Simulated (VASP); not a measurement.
# Si2Ge (P6/mmm) in VASP: further runs

Runs on Si2Ge. Level: PBE. Tasks: single point.

Everything below comes from runs of VASP 6.6.1. Logs are shortened: lines on timing, memory, paths and dates and some standing lists are left out, and cuts for length are marked.

## Step 1: The cell of the first run

It takes space group P6/mmm (No. 191, hexagonal). Conventional cell: a = 2.748 Å, b = 2.748 Å, c = 7.547 Å, α = 90.00°, β = 90.00°, γ = 120.00°. Within 3.3 Å of Si (site symmetry 6mm) lie 7 Si at 2.46 to 2.75 Å and 1 Ge at 2.54 Å. Within 3.4 Å of Ge (site symmetry 6/mmm) lie 2 Si at 2.54 Å and 6 Ge at 2.75 Å.

## Step 2: Single point, PBE

File INCAR:

```
PREC = Accurate ; ENCUT = 500
EDIFF = 1E-6 ; ISMEAR = 0
SIGMA = 0.2 ; LREAL = False
LASPH = True ; NELM = 120
ALGO = Normal ; ISIF = 2
LWAVE = False ; LCHARG = False
GGA = PE ; NBANDS = 18
GGA_COMPAT = False
```

File KPOINTS:

```
Automatic mesh
0
Gamma
  7 7 3
```

File POSCAR:

```
Si2Ge
1.0
    2.7478817994      0.0000000000      0.0000000000
   -1.3739408997      2.3797354449      0.0000000000
    0.0000000000      0.0000000000      7.5470008672
Si Ge
2 1
Direct
    0.0000000000      0.0000000000      0.9642424714
    0.0000000000      0.0000000000      0.2907883881
    0.0000000000      0.0000000000      0.6275104905
```

Potentials or basis: VASP PAW PBE potentials, release 64 (Si, Ge_d).

Started as:

```bash
$ cat potpaw_PBE.64/Si/POTCAR potpaw_PBE.64/Ge_d/POTCAR > POTCAR
$ mpirun -np 1 vasp_std > vasp.out
```

OUTCAR:

```text
PREC = Accurate
   ENCUT = 500
   EDIFF = 1E-6
   ISMEAR = 0
   LREAL = False
   LASPH = True
   NELM = 120
   ISIF = 2
   GGA = PE

 ion  position               nearest neighbor table
   1  0.000  0.000  0.964-   2 2.46   3 2.54
   2  0.000  0.000  0.291-   1 2.46   3 2.54
   3  0.000  0.000  0.628-   2 2.54   1 2.54

  LATTYP: Found a hexagonal cell.
 ALAT       =     2.7478817994
 C/A-ratio  =     2.7464794406

  Lattice vectors:

 A1 = (   2.7478817994,   0.0000000000,   0.0000000000)
 A2 = (  -1.3739408997,   2.3797354449,   0.0000000000)
 A3 = (   0.0000000000,   0.0000000000,   7.5470008672)

Analysis of symmetry for initial positions (statically):
=====================================================================
 Subroutine PRICEL returns:
 Original cell was already a primitive cell.

 Routine SETGRP: Setting up the symmetry group for a
 hexagonal supercell.

 Subroutine GETGRP returns: Found 24 space group operations
 (whereof 12 operations were pure point group operations)
 out of a pool of 24 trial point group operations.

The static configuration has the point symmetry C_6v.
 The point group associated with its full space group is D_6h.

Analysis of symmetry for dynamics (positions and initial velocities):
=====================================================================
 Subroutine PRICEL returns:
 Original cell was already a primitive cell.

 Routine SETGRP: Setting up the symmetry group for a
 hexagonal supercell.

 Subroutine GETGRP returns: Found 24 space group operations
 (whereof 12 operations were pure point group operations)
 out of a pool of 24 trial point group operations.

The dynamic configuration has the point symmetry C_6v.
 The point group associated with its full space group is D_6h.

 Subroutine INISYM returns: Found 24 space group operations
 (whereof 12 operations are pure point group operations),
 and found     1 'primitive' translations

----------------------------------------------------------------------------------------

                                     Primitive cell

  volume of cell :      49.3516

  direct lattice vectors                    reciprocal lattice vectors
     2.747881799  0.000000000  0.000000000     0.363916672  0.210107389  0.000000000
    -1.373940900  2.379735445  0.000000000     0.000000000  0.420214777  0.000000000
     0.000000000  0.000000000  7.547000867     0.000000000  0.000000000  0.132502966

  length of vectors
[... 69 lines left out ...]
   ISPIN  =      1    spin polarized calculation?
   LNONCOLLINEAR =      F non collinear calculations
   LSORBIT =      F    spin-orbit coupling
   LASPH  =      T    aspherical Exc in radial PAW
   ENCUT  =  500.0 eV  36.75 Ry    6.06 a.u.   5.01  5.01 13.76*2*pi/ulx,y,z
   NELM   =    120;   NELMIN=  2; NELMDL= -5     # of ELM steps
   EDIFF  = 0.1E-05   stopping-criterion for ELM
   LREAL  =      F    real-space projection
[... 7 lines left out ...]
   TEBEG  =    0.0;   TEEND  =   0.0 temperature during run
   PSTRESS=    0.0 pullay stress
   NELECT =      22.0000    total number of electrons
   NUPDOWN=      -1.0000    fix difference up-down
   EMIN   =  10.00;   EMAX   =-10.00  energy-range for DOS
   EFERMI =   0.00;   METHOD = LEGACY
   ISMEAR =     0;   SIGMA  =   0.20  broadening in eV -4-tet -1-fermi 0-gaus
   EFERMI_NEDOS =   21; number of points for ismear=-14 and -15
   IALGO  =     38    algorithm
   IMIX   =      4    mixing-type and parameters
     AMIX     =   0.40;   BMIX     =  1.00
     AMIX_MAG =   1.60;   BMIX_MAG =  1.00
  volume/ion in A,a.u.               =      16.45       111.01
  Fermi-wavevector in a.u.,A,eV,Ry     =   1.250591  2.363275 21.279215  1.563978
  Thomas-Fermi vector in A             =   2.384578
   LORBIT       =      0    0 simple, 1 ext, 2 COOP (PROOUT), +10 PAW based schemes
   GGA     = PE    functional components
   LHFCALC =     F    Hartree Fock is set to
   AEXX    =    0.0000 exact exchange contribution
   IVDW    =     0    specifies the selected vdW correction
   LEPSILON=     F    determine dielectric tensor
   LRPA    =     F    only Hartree local field effects (RPA)
 non-spin polarized calculation
 Gauss-broadening in eV      SIGMA  =   0.20
  energy-cutoff  :      500.00
  volume of cell :       49.35
 maximum number of plane-waves:      1269
 NGX is ok and might be reduce to    20
   NGX =  9   NGY =  9   NGZ = 27

 number of electron      21.9999988 magnetization

 Free energy of the ion-electron system (eV)
  ---------------------------------------------------
  ext. energy  EPLUGINS =         0.00000000
  ---------------------------------------------------
  free energy    TOTEN  =       -14.48464675 eV

  energy without entropy =      -14.47426682  energy(sigma->0) =      -14.47945678

 E-fermi :   8.5927     XC(G=0): -11.0519

 val. band max:        8.5798996876   @ k =   0.0000   0.0000   0.3333
 cond. band min:       8.8079593117   @ k =   0.4286   0.1429   0.0000
 fundamental gap:      0.2280596241
 Fermi energy:         8.5926788660

 k-point     1 :       0.0000    0.0000    0.0000
  band No.  band energies     occupation
      1     -16.4249      2.00000
      2     -16.4249      2.00000
      3     -16.4097      2.00000
      4     -16.2655      2.00000
      5     -16.2655      2.00000
      6      -5.3788      2.00000
[... 313 lines left out ...]
      5     -16.2721      2.00000
      6       0.9257      2.00000
[... 10 lines left out ...]
     17      14.3405      0.00000
     18      14.3650      0.00000

------------------------ aborting loop because EDIFF is reached ----------------------------------------

  FORCE on cell =-STRESS in cart. coord.  units (eV):
  Direction    XX          YY          ZZ          XY          YZ          ZX
  --------------------------------------------------------------------------------------
  -------------------------------------------------------------------------------------
  Total       -0.0126036     -0.0126036      0.0215358      0.0000000     -0.0000000      0.0000000
  in kB       -0.4091710     -0.4091710      0.6991488      0.0000000     -0.0000000      0.0000000
  external PRESSURE =      -0.0397310 kB  Pullay stress =       0.0000000 kB

 VOLUME and BASIS-vectors are now :
 -----------------------------------------------------------------------------
  energy-cutoff  :      500.00
  volume of cell :       49.35
      direct lattice vectors                 reciprocal lattice vectors
     2.747881799  0.000000000  0.000000000     0.363916672  0.210107389  0.000000000
    -1.373940900  2.379735445  0.000000000     0.000000000  0.420214777  0.000000000
     0.000000000  0.000000000  7.547000867     0.000000000  0.000000000  0.132502966

 POSITION                                       TOTAL-FORCE (eV/Angst)
 -----------------------------------------------------------------------------------
      0.00000      0.00000      7.27714         0.000000     -0.000000      0.001269
      0.00000      0.00000      2.19458        -0.000000      0.000000     -0.001269
      0.00000      0.00000      4.73582         0.000000     -0.000000     -0.000000
 -----------------------------------------------------------------------------------
    total drift:                               -0.000000     -0.000000      0.009192

  FREE ENERGIE OF THE ION-ELECTRON SYSTEM (eV)
  ---------------------------------------------------
  free  energy   TOTEN  =       -14.4846467499 eV

  energy  without entropy=      -14.4742668194  energy(sigma->0) =      -14.47945678
```

stdout:

```text
POSCAR found type information on POSCAR SiGe
 POSCAR found :  2 types and       3 ions
 scaLAPACK will be used
 LDA part: xc-table for (Slater+PW92), standard interpolation
 POSCAR, INCAR and KPOINTS ok, starting setup
 FFT: planning ... GRIDC
 FFT: planning ... GRID_SOFT
 FFT: planning ... GRID
 WAVECAR not read
 entering main loop
```

Wall time 12 s (1 thread of Intel Xeon 6975P-C, shared host); peak memory 0.16 GiB.

What came out:

* Free energy: -14.4846 eV
* Pressure: 0.0 GPa
* Band gap on the k mesh: zero (band 11 reaches 16.33 eV, above the bottom of band 12 at 6.58 eV)

Stress tensor (GPa, compression positive):
```
-0.04  0.00  0.00
 0.00 -0.04  0.00
 0.00  0.00  0.07
```

Caveat: the k points lie up to 0.38 Å⁻¹ apart.

## Step 3: Single point, PBE

This run uses another cell than the first one, of 16.49 Å³/atom, 1.002 times its volume.

File INCAR:

```
SYSTEM = Si2Ge
ALGO     = Normal         ! electronic algorithm
EDIFF    = 1E-6           ! SCF threshold, eV
ENCUT    = 500            ! plane-wave cutoff, eV
GGA      = PE             ! functional
GGA_COMPAT= .False.      
ISIF     = 2              ! what is computed and relaxed
ISMEAR   = 0              ! smearing method
LASPH    = .True.         ! aspherical terms in the spheres
LCHARG   = .True.         ! write CHGCAR
LELF     = .True.         ! ELF
LREAL    = .False.        ! projectors in reciprocal space
LVHAR    = .True.       
LWAVE    = .False.        ! write WAVECAR
NBANDS   = 18             ! bands
NELM     = 120            ! most SCF steps
PREC     = Accurate       ! precision mode
SIGMA    = 0.2            ! smearing width, eV
```

File KPOINTS:

```
k-points
0
Gamma
  7 7 3
  0 0 0
```

File POSCAR:

```
Si2Ge
1.0
    2.7485515440      0.0000000000      0.0000000000
   -1.3742757720      2.3803154607      0.0000000000
    0.0000000000      0.0000000000      7.5592192455
Si Ge
2 1
Direct
    0.0000000000      0.0000000000      0.3368339923
    0.0000000000      0.0000000000      0.6631660077
    0.0000000000      0.0000000000      0.0000000000
```

Potentials or basis: VASP PAW PBE potentials, release 64 (Si, Ge_d).

Started as:

```bash
$ cat potpaw_PBE.64/Si/POTCAR potpaw_PBE.64/Ge_d/POTCAR > POTCAR
$ mpirun -np 1 vasp_std > vasp.out
```

Wall time 12 s (1 thread of Intel Xeon 6975P-C, shared host); peak memory 0.16 GiB.

Results (log left out):

* Free energy: -14.4846 eV
* Pressure: -0.2 GPa
* Largest force: 0.007 eV/Å
* Band gap on the k mesh: zero (band 11 reaches 16.25 eV, above the bottom of band 12 at 6.56 eV)

Forces in eV/Å, atoms in the order of the input:
```
Si   0.000  0.000 -0.007
Si   0.000  0.000  0.007
Ge   0.000  0.000  0.000
```

Stress tensor (GPa, compression positive):
```
-0.12  0.00  0.00
 0.00 -0.12  0.00
 0.00  0.00 -0.43
```

Levels at points of the mesh, in eV from the Fermi level:
```
           k point  band 9  band 10  band 11  band 12  band 13  band 14
(0.00, 0.00, 0.00)   -3.52    -3.44     7.68     8.20     8.44     8.44
```

Caveat: the k points lie up to 0.38 Å⁻¹ apart.
